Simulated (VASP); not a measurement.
# B10Pt (P-62m) in VASP: further runs

The runs below take B10Pt through relaxation of cell and atoms, with PBE.

All numbers are computed with VASP 6.6.1; they aren't measurements. Logs are shortened: lines on timing, memory, paths and dates and some standing lists are left out, and cuts for length are marked.

## 1. The cell of the first run

Symmetry: P-62m, No. 189, hexagonal system. Conventional cell: a = 6.506 Å, b = 6.506 Å, c = 3.104 Å, α = 90.00°, β = 90.00°, γ = 120.00°. B (site symmetry -6) has 5 B at 1.55 to 1.68 Å within 2.1 Å. B (site symmetry m) has 4 B at 1.66 to 2.29 Å and 1 Pt at 2.11 Å within 2.3 Å. B (site symmetry -6) has 2 B at 1.55 Å within 2.1 Å. Within 2.8 Å of Pt (site symmetry -62m) lie 6 B at 2.11 Å.

The cell was built from a structure type or drawn by symmetry, and may not be a known phase.

## 2. Relaxation of cell and atoms, PBE

Contents of INCAR:

```
PREC = Accurate ; ENCUT = 600
EDIFF = 1E-7 ; ISMEAR = 0
SIGMA = 0.1 ; LREAL = F
LASPH = T ; NELM = 80
ALGO = Normal ; ISIF = 3
LWAVE = F ; LCHARG = F
GGA = PE ; IBRION = 2
NSW = 90 ; EDIFFG = -0.04
```

Contents of KPOINTS:

```
Automatic mesh
0
Gamma
  3 3 6
```

Contents of POSCAR:

```
B10Pt
1.0
    6.5063413278      0.0000000000      0.0000000000
   -3.2531706639      5.6346568756      0.0000000000
    0.0000000000      0.0000000000      3.1039311259
B Pt
10 1
Direct
    0.3333333333      0.6666666667      0.5000000000
    0.6666666667      0.3333333333      0.5000000000
    0.3718275520      0.1472204068      0.5000000000
    0.8527795932      0.2246071452      0.5000000000
    0.7753928548      0.6281724480      0.5000000000
    0.1472204068      0.3718275520      0.5000000000
    0.2246071452      0.8527795932      0.5000000000
    0.6281724480      0.7753928548      0.5000000000
    0.3333333333      0.6666666667      0.0000000000
    0.6666666667      0.3333333333      0.0000000000
    0.0000000000      0.0000000000      0.5000000000
```

Potentials or basis: VASP PAW PBE potentials, release 64 (B, Pt).

Run with:

```
$ cat potpaw_PBE.64/B/POTCAR potpaw_PBE.64/Pt/POTCAR > POTCAR
$ mpirun -np 1 vasp_std > vasp.out
```

OUTCAR:

```text
PREC = Accurate
   ENCUT = 600
   EDIFF = 1E-7
   ISMEAR = 0
   LREAL = F
   LASPH = T
   NELM = 80
   ISIF = 3
   GGA = PE
   IBRION = 2
   NSW = 90
   EDIFFG = -0.04

 ion  position               nearest neighbor table
   1  0.333  0.667  0.500-   9 1.55   9 1.55   7 1.68   6 1.68   8 1.68
   2  0.667  0.333  0.500-  10 1.55  10 1.55   4 1.68   3 1.68   5 1.68
   3  0.372  0.147  0.500-   7 1.66   2 1.68  11 2.11
   4  0.853  0.225  0.500-   6 1.66   2 1.68  11 2.11
   5  0.775  0.628  0.500-   8 1.66   2 1.68  11 2.11
   6  0.147  0.372  0.500-   4 1.66   1 1.68  11 2.11
   7  0.225  0.853  0.500-   3 1.66   1 1.68  11 2.11
   8  0.628  0.775  0.500-   5 1.66   1 1.68  11 2.11
   9  0.333  0.667  0.000-   1 1.55   1 1.55
  10  0.667  0.333  0.000-   2 1.55   2 1.55
  11  0.000  0.000  0.500-   3 2.11   7 2.11   4 2.11   8 2.11   5 2.11   6 2.11

  LATTYP: Found a hexagonal cell.
 ALAT       =     6.5063413278
 C/A-ratio  =     0.4770624487

  Lattice vectors:

 A1 = (   6.5063413278,   0.0000000000,   0.0000000000)
 A2 = (  -3.2531706639,   5.6346568756,   0.0000000000)
 A3 = (   0.0000000000,   0.0000000000,   3.1039311259)

Analysis of symmetry for initial positions (statically):
=====================================================================
 Subroutine PRICEL returns:
 Original cell was already a primitive cell.

 Routine SETGRP: Setting up the symmetry group for a
 hexagonal supercell.

 Subroutine GETGRP returns: Found 12 space group operations
 (whereof 12 operations were pure point group operations)
 out of a pool of 24 trial point group operations.

The static configuration has the point symmetry D_3h.

Analysis of symmetry for dynamics (positions and initial velocities):
=====================================================================
 Subroutine PRICEL returns:
 Original cell was already a primitive cell.

 Routine SETGRP: Setting up the symmetry group for a
 hexagonal supercell.

 Subroutine GETGRP returns: Found 12 space group operations
 (whereof 12 operations were pure point group operations)
 out of a pool of 24 trial point group operations.

The dynamic configuration has the point symmetry D_3h.

 Subroutine INISYM returns: Found 12 space group operations
 (whereof 12 operations are pure point group operations),
 and found     1 'primitive' translations

----------------------------------------------------------------------------------------

                                     Primitive cell

  volume of cell :     113.7932

  direct lattice vectors                    reciprocal lattice vectors
     6.506341328  0.000000000  0.000000000     0.153696210  0.088736548  0.000000000
    -3.253170664  5.634656876  0.000000000     0.000000000  0.177473096  0.000000000
     0.000000000  0.000000000  3.103931126     0.000000000  0.000000000  0.322172097

  length of vectors
     6.506341328  6.506341328  3.103931126     0.177473096  0.177473096  0.322172097

  position of ions in fractional coordinates (direct lattice)
     0.333333333  0.666666667  0.500000000
     0.666666667  0.333333333  0.500000000
     0.371827552  0.147220407  0.500000000
     0.852779593  0.224607145  0.500000000
     0.775392855  0.628172448  0.500000000
     0.147220407  0.371827552  0.500000000
     0.224607145  0.852779593  0.500000000
     0.628172448  0.775392855  0.500000000
     0.333333333  0.666666667  0.000000000
     0.666666667  0.333333333  0.000000000
     0.000000000  0.000000000  0.500000000

  ion indices of the primitive-cell ions
   primitive index   ion index
                 1           1
                 2           2
                 3           3
                 4           4
                 5           5
                 6           6
                 7           7
                 8           8
                 9           9
                10          10
                11          11

----------------------------------------------------------------------------------------

 KPOINTS: Automatic mesh

Automatic generation of k-mesh.
 Grid dimensions read from file:
 generate k-points for:    3    3    6

 Generating k-lattice:

  Cartesian coordinates                     Fractional coordinates (reciprocal lattice)
     0.051232070  0.029578849  0.000000000     0.333333333  0.000000000  0.000000000
     0.000000000  0.059157699  0.000000000     0.000000000  0.333333333  0.000000000
     0.000000000  0.000000000  0.053695350     0.000000000  0.000000000  0.166666667

  Length of vectors
     0.059157699  0.059157699  0.053695350

  Shift w.r.t. Gamma in fractional coordinates (k-lattice)
     0.000000000  0.000000000  0.000000000

 Subroutine IBZKPT returns following result:
 ===========================================

 Found     12 irreducible k-points:

 Following reciprocal coordinates:
            Coordinates               Weight
  0.000000  0.000000  0.000000      1.000000
  0.333333  0.000000  0.000000      6.000000
  0.333333  0.333333  0.000000      2.000000
  0.000000  0.000000  0.166667      2.000000
  0.333333  0.000000  0.166667     12.000000
  0.333333  0.333333  0.166667      4.000000
  0.000000  0.000000  0.333333      2.000000
  0.333333  0.000000  0.333333     12.000000
  0.333333  0.333333  0.333333      4.000000
  0.000000  0.000000  0.500000      1.000000
  0.333333  0.000000  0.500000      6.000000
  0.333333  0.333333  0.500000      2.000000
   k-points           NKPTS =     12   k-points in BZ     NKDIM =     12   number of bands    NBANDS=     26
   number of dos      NEDOS =    301   number of ions     NIONS =     11
   total plane-waves  NPLWV =  81648
   dimension x,y,z NGX =    54 NGY =   54 NGZ =   28
   dimension x,y,z NGXF=   108 NGYF=  108 NGZF=   56
   ions per type =              10   1
   NGX,Y,Z   is equivalent  to a cutoff of  13.80, 13.80, 15.00 a.u.
   NGXF,Y,Z  is equivalent  to a cutoff of  27.60, 27.60, 29.99 a.u.
 SYSTEM =  unknown system
   PREC   = accura    normal or accurate (medium, high low for compatibility)
   ISTART =      0    job   : 0-new  1-cont  2-samecut
   ICHARG =      2    charge: 1-file 2-atom 10-const
   ISPIN  =      1    spin polarized calculation?
   LNONCOLLINEAR =      F non collinear calculations
   LSORBIT =      F    spin-orbit coupling
   LASPH  =      T    aspherical Exc in radial PAW
   ENCUT  =  600.0 eV  44.10 Ry    6.64 a.u.  12.99 12.99  6.20*2*pi/ulx,y,z
   NELM   =     80;   NELMIN=  2; NELMDL= -5     # of ELM steps
   EDIFF  = 0.1E-06   stopping-criterion for ELM
   LREAL  =      F    real-space projection
   EDIFFG = -.4E-01   stopping-criterion for IOM
   NSW    =     90    number of steps for IOM
   IBRION =      2    ionic relax: 0-MD 1-quasi-New 2-CG
   NFREE  =      1    steps in history (QN), initial steepest desc. (CG)
   ISIF   =      3    stress and relaxation
   ISYM   =      2    0-nonsym 1-usesym 2-fastsym
   POTIM  = 0.5000    time-step for ionic-motion
   TEBEG  =    0.0;   TEEND  =   0.0 temperature during run
   PSTRESS=    0.0 pullay stress
   NELECT =      40.0000    total number of electrons
   NUPDOWN=      -1.0000    fix difference up-down
   EMIN   =  10.00;   EMAX   =-10.00  energy-range for DOS
   EFERMI =   0.00;   METHOD = LEGACY
   ISMEAR =     0;   SIGMA  =   0.10  broadening in eV -4-tet -1-fermi 0-gaus
   EFERMI_NEDOS =   21; number of points for ismear=-14 and -15
   IALGO  =     38    algorithm
   IMIX   =      4    mixing-type and parameters
     AMIX     =   0.40;   BMIX     =  1.00
     AMIX_MAG =   1.60;   BMIX_MAG =  1.00
  volume/ion in A,a.u.               =      10.34        69.81
  Fermi-wavevector in a.u.,A,eV,Ry     =   1.155374  2.183341 18.162277  1.334890
  Thomas-Fermi vector in A             =   2.292003
   LORBIT       =      0    0 simple, 1 ext, 2 COOP (PROOUT), +10 PAW based schemes
   GGA     = PE    functional components
   LHFCALC =     F    Hartree Fock is set to
   AEXX    =    0.0000 exact exchange contribution
   IVDW    =     0    specifies the selected vdW correction
   LEPSILON=     F    determine dielectric tensor
   LRPA    =     F    only Hartree local field effects (RPA)
 conjugate gradient relaxation of ions
 non-spin polarized calculation
 Gauss-broadening in eV      SIGMA  =   0.10
  energy-cutoff  :      600.00
  volume of cell :      113.79
 maximum number of plane-waves:      3811
 NGX is ok and might be reduce to    54
   NGX = 25   NGY = 25   NGZ = 13

--------------------------------------- Ionic step        1  -------------------------------------------

 number of electron      40.0000000 magnetization

 Free energy of the ion-electron system (eV)
  ---------------------------------------------------
  ext. energy  EPLUGINS =         0.00000000
  ---------------------------------------------------
  free energy    TOTEN  =       -64.10861462 eV

  energy without entropy =      -64.07726804  energy(sigma->0) =      -64.09294133

------------------------ aborting loop because EDIFF is reached ----------------------------------------

  FORCE on cell =-STRESS in cart. coord.  units (eV):
  Direction    XX          YY          ZZ          XY          YZ          ZX
  --------------------------------------------------------------------------------------
  -------------------------------------------------------------------------------------
  Total        0.2050318      0.2050318     -0.9577164      0.0000000     -0.0000000      0.0000000
  in kB        2.8867911      2.8867911    -13.4843840      0.0000000     -0.0000000      0.0000000
  external PRESSURE =      -2.5702673 kB  Pullay stress =       0.0000000 kB
[... 255 lines left out ...]
  energy  without entropy=      -64.0928575565  energy(sigma->0) =      -64.10924382

--------------------------------------- Ionic step        7  -------------------------------------------

 number of electron      40.0000001 magnetization

 Free energy of the ion-electron system (eV)
  ---------------------------------------------------
  ext. energy  EPLUGINS =         0.00000000
  ---------------------------------------------------
  free energy    TOTEN  =       -64.12867216 eV

  energy without entropy =      -64.09516975  energy(sigma->0) =      -64.11192095

 E-fermi :   4.8346     XC(G=0): -10.6753

 val. band max:        4.7151651685   @ k =   0.3333   0.3333   0.5000
 cond. band min:       4.8409955804   @ k =   0.3333   0.0000   0.0000
 fundamental gap:      0.1258304118
 Fermi energy:         4.8346391721

 k-point     1 :       0.0000    0.0000    0.0000
  band No.  band energies     occupation
      1      -8.9313      2.00000
      2      -7.4545      2.00000
      3      -4.9666      2.00000
      4      -4.9666      2.00000
      5      -4.8873      2.00000
      6      -3.2030      2.00000
[... 375 lines left out ...]
  FREE ENERGIE OF THE ION-ELECTRON SYSTEM (eV)
  ---------------------------------------------------
  free  energy   TOTEN  =       -64.1286721568 eV

  energy  without entropy=      -64.0951697501  energy(sigma->0) =      -64.11192095

 reached required accuracy - stopping structural energy minimisation
```

Run time: 9.1 min. Hardware: 1 thread of Intel Xeon 8259CL, shared host; peak memory 0.29 GiB.

Results:

```yaml
Free_energy: -64.1287 eV
Relaxed_volume: 10.24 Å³/atom
Relaxed_cell: a = 6.483 Å, b = 6.483 Å, c = 3.094 Å, α = 90.00°, β = 90.00°, γ = 120.00°
Space_group_after_relaxing_to_0.1_Å: P-62m (No. 189)
Energy_gained_by_relaxing: 1.8 meV/atom
Ionic_steps: 7
Pressure_after_relaxing: 0.1 GPa
Largest_force_after_relaxing: 0.029 eV/Å
Band_gap_on_the_k_mesh: zero (bands 20 and 21 overlap by 3.53 eV)
```

Forces in eV/Å, atoms in the order of the input:
```
B    0.000  0.000  0.000
B    0.000  0.000  0.000
B    0.004  0.029  0.000
B   -0.027 -0.011  0.000
B    0.023 -0.018  0.000
B    0.023  0.018  0.000
B    0.004 -0.029  0.000
B   -0.027  0.011  0.000
B    0.000  0.000  0.000
B    0.000  0.000  0.000
Pt   0.000  0.000  0.000
```

Step by step:
| step | energy change (eV) | largest force (eV/Å) | pressure (GPa) | volume (Å³) |
| --- | --- | --- | --- | --- |
| 1 | 0.0000 | 0.3426 | -0.26 | 113.79 |
| 2 | -0.0099 | 0.1867 | -1.14 | 113.52 |
| 3 | -0.0127 | 0.0622 | -0.87 | 113.61 |
| 4 | -0.0155 | 0.0654 | 0.29 | 112.71 |
| 5 | -0.0155 | 0.0651 | 0.23 | 112.75 |
| 6 | -0.0170 | 0.0517 | 0.20 | 112.72 |
| 7 | -0.0201 | 0.0295 | 0.09 | 112.62 |

Final structure:
```
B Pt
1.0
     6.48264    0.00000    0.00000
    -3.24132    5.61413    0.00000
     0.00000    0.00000    3.09433
B Pt
10 1
Direct
  0.33333 0.66667 0.50000
  0.66667 0.33333 0.50000
  0.37224 0.15133 0.50000
  0.84867 0.22091 0.50000
  0.77909 0.62776 0.50000
  0.15133 0.37224 0.50000
  0.22091 0.84867 0.50000
  0.62776 0.77909 0.50000
  0.33333 0.66667 0.00000
  0.66667 0.33333 0.00000
  0.00000 0.00000 0.50000
```

Levels at points of the mesh, in eV from the Fermi level:
```tsv
k point	band 18	band 19	band 20	band 21	band 22	band 23
(0.00, 0.00, 0.00)	0.05	0.05	2.15	2.60	2.80	2.80
(0.00, 0.00, 0.50)	-1.86	-1.80	-1.38	-1.38	-0.18	1.02
```

Caveat: the k points lie up to 0.37 Å⁻¹ apart in the final cell, too coarse for converged energies and pressures of a metal; spin-orbit coupling is left out, which moves the levels of the heavy elements.

## 3. Relaxation of cell and atoms, PBE

This run uses another cell than the first one, of 10.24 Å³/atom.

Contents of INCAR:

```
SYSTEM = B10Pt
PREC = Accurate ; ENCUT = 600
EDIFF = 1E-7 ; ISMEAR = 0
SIGMA = 0.1 ; LREAL = .FALSE.
LASPH = .TRUE. ; NELM = 100
ALGO = Normal ; ISIF = 3
LWAVE = .FALSE. ; LCHARG = .FALSE.
GGA = PE ; IBRION = 2
NSW = 100 ; EDIFFG = -0.01
```

Contents of KPOINTS:

```
regular mesh
0
G
  6 6 12
  0 0 0
```

Contents of POSCAR:

```
B10Pt
1.0
    6.4764971652      0.0000000000      0.0000000000
   -3.2382485826      5.6088110726      0.0000000000
    0.0000000000      0.0000000000      3.1006868407
B Pt
10 1
Direct
    0.3333333333      0.6666666667      0.5000000000
    0.6666666667      0.3333333333      0.5000000000
    0.3720612770      0.1523978652      0.5000000000
    0.8476021348      0.2196634118      0.5000000000
    0.7803365882      0.6279387230      0.5000000000
    0.1523978652      0.3720612770      0.5000000000
    0.2196634118      0.8476021348      0.5000000000
    0.6279387230      0.7803365882      0.5000000000
    0.3333333333      0.6666666667      0.0000000000
    0.6666666667      0.3333333333      0.0000000000
    0.0000000000      0.0000000000      0.5000000000
```

Potentials or basis: VASP PAW PBE potentials, release 64 (B, Pt).

Run with:

```
$ cat potpaw_PBE.64/B/POTCAR potpaw_PBE.64/Pt/POTCAR > POTCAR
$ mpirun -np 1 vasp_std > vasp.out
```

OUTCAR:

```text
SYSTEM = B10Pt
   PREC = Accurate
   ENCUT = 600
   EDIFF = 1E-7
   ISMEAR = 0
   LREAL = .FALSE.
   LASPH = .TRUE.
   NELM = 100
   ISIF = 3
   GGA = PE
   IBRION = 2
   NSW = 100
   EDIFFG = -0.01

 ion  position               nearest neighbor table
   1  0.333  0.667  0.500-   9 1.55   9 1.55   7 1.67   6 1.67   8 1.67
   2  0.667  0.333  0.500-  10 1.55  10 1.55   4 1.67   3 1.67   5 1.67
   3  0.372  0.152  0.500-   2 1.67   7 1.71  11 2.10
   4  0.848  0.220  0.500-   2 1.67   6 1.71  11 2.10
   5  0.780  0.628  0.500-   2 1.67   8 1.71  11 2.10
   6  0.152  0.372  0.500-   1 1.67   4 1.71  11 2.10
   7  0.220  0.848  0.500-   1 1.67   3 1.71  11 2.10
   8  0.628  0.780  0.500-   1 1.67   5 1.71  11 2.10
   9  0.333  0.667  0.000-   1 1.55   1 1.55
  10  0.667  0.333  0.000-   2 1.55   2 1.55
  11  0.000  0.000  0.500-   5 2.10   6 2.10   4 2.10   8 2.10   7 2.10   3 2.10

  LATTYP: Found a hexagonal cell.
 ALAT       =     6.4764971652
[... 569 lines left out ...]

  energy without entropy =      -64.14504676  energy(sigma->0) =      -64.15561871

 E-fermi :   4.7970     XC(G=0): -10.6665

 val. band max:        4.7919184352   @ k =   0.5000   0.0000   0.5000
 cond. band min:       4.8028931925   @ k =   0.1667   0.1667   0.0833
 fundamental gap:      0.0109747574
 Fermi energy:         4.7969510108

 k-point     1 :       0.0000    0.0000    0.0000
  band No.  band energies     occupation
      1      -8.9498      2.00000
      2      -7.4899      2.00000
      3      -4.9943      2.00000
      4      -4.9943      2.00000
      5      -4.8838      2.00000
      6      -3.1990      2.00000
[... 685 lines left out ...]
     25       8.3658      0.00000
     26       8.8653      0.00000

 [... further k-points ...]

------------------------ aborting loop because EDIFF is reached ----------------------------------------

  FORCE on cell =-STRESS in cart. coord.  units (eV):
  Direction    XX          YY          ZZ          XY          YZ          ZX
  --------------------------------------------------------------------------------------
  -------------------------------------------------------------------------------------
  Total       -0.0142534     -0.0142534     -0.0018161      0.0000000     -0.0000000      0.0000000
  in kB       -0.2024977     -0.2024977     -0.0258014      0.0000000     -0.0000000      0.0000000
  external PRESSURE =      -0.1435989 kB  Pullay stress =       0.0000000 kB
[... 26 lines left out ...]
  FREE ENERGIE OF THE ION-ELECTRON SYSTEM (eV)
  ---------------------------------------------------
  free  energy   TOTEN  =       -64.1661906605 eV

  energy  without entropy=      -64.1450467580  energy(sigma->0) =      -64.15561871

 reached required accuracy - stopping structural energy minimisation
```

It took 27 min on 1 thread of Intel Xeon 8259CL, shared host; peak memory 0.37 GiB.

What came out:

| Item | Value |
| --- | --- |
| Free energy | -64.1662 eV |
| Relaxed volume | 10.25 Å³/atom |
| Relaxed cell | a = 6.491 Å, b = 6.491 Å, c = 3.091 Å, α = 90.00°, β = 90.00°, γ = 120.00° |
| Space group after relaxing (to 0.1 Å) | P-62m (No. 189) |
| Energy gained by relaxing | 0.6 meV/atom |
| Ionic steps | 9 |
| Pressure after relaxing | 0.0 GPa |
| Band gap on the k mesh | zero (bands 20 and 21 overlap by 3.56 eV) |

The path:
| step | energy change (eV) | largest force (eV/Å) | pressure (GPa) | volume (Å³) |
| --- | --- | --- | --- | --- |
| 1 | 0.0000 | 0.1798 | -0.29 | 112.63 |
| 2 | -0.0024 | 0.1446 | 0.62 | 112.34 |
| 3 | -0.0035 | 0.0605 | 0.28 | 112.44 |
| 4 | -0.0048 | 0.0589 | -0.03 | 112.66 |
| 5 | -0.0051 | 0.0584 | -0.24 | 112.82 |
| 6 | -0.0060 | 0.0352 | -0.16 | 112.81 |
| 7 | -0.0065 | 0.0116 | -0.04 | 112.80 |
| 8 | -0.0065 | 0.0115 | -0.04 | 112.80 |
| 9 | -0.0065 | 0.0018 | -0.01 | 112.77 |

Final structure:
```xyz
11
Lattice="6.4911 0.0000 0.0000 -3.2455 5.6215 0.0000 0.0000 0.0000 3.0906" Properties=species:S:1:pos:R:3 pbc="T T T"
B     0.0000    3.7476    1.5453
B     3.2455    1.8738    1.5453
B     1.9291    0.8432    1.5453
B     4.7963    1.2490    1.5453
B     3.0112    3.5292    1.5453
B    -0.2343    2.0922    1.5453
B    -1.3165    4.7782    1.5453
B     1.5508    4.3724    1.5453
B     0.0000    3.7476    0.0000
B     3.2455    1.8738    0.0000
Pt    0.0000    0.0000    1.5453
```

Levels at points of the mesh, in eV from the Fermi level:
```
           k point  band 18  band 19  band 20  band 21  band 22  band 23
(0.00, 0.00, 0.00)     0.03     0.03     2.18     2.62     2.80     2.80
(0.50, 0.00, 0.00)    -1.23    -0.20     1.35     2.67     3.00     3.27
(0.00, 0.00, 0.50)    -1.83    -1.79    -1.36    -1.36    -0.10     1.01
(0.50, 0.00, 0.50)    -1.76    -1.30    -1.27    -0.51    -0.01     0.61
```

Caveat: spin-orbit coupling is left out, which moves the levels of the heavy elements.
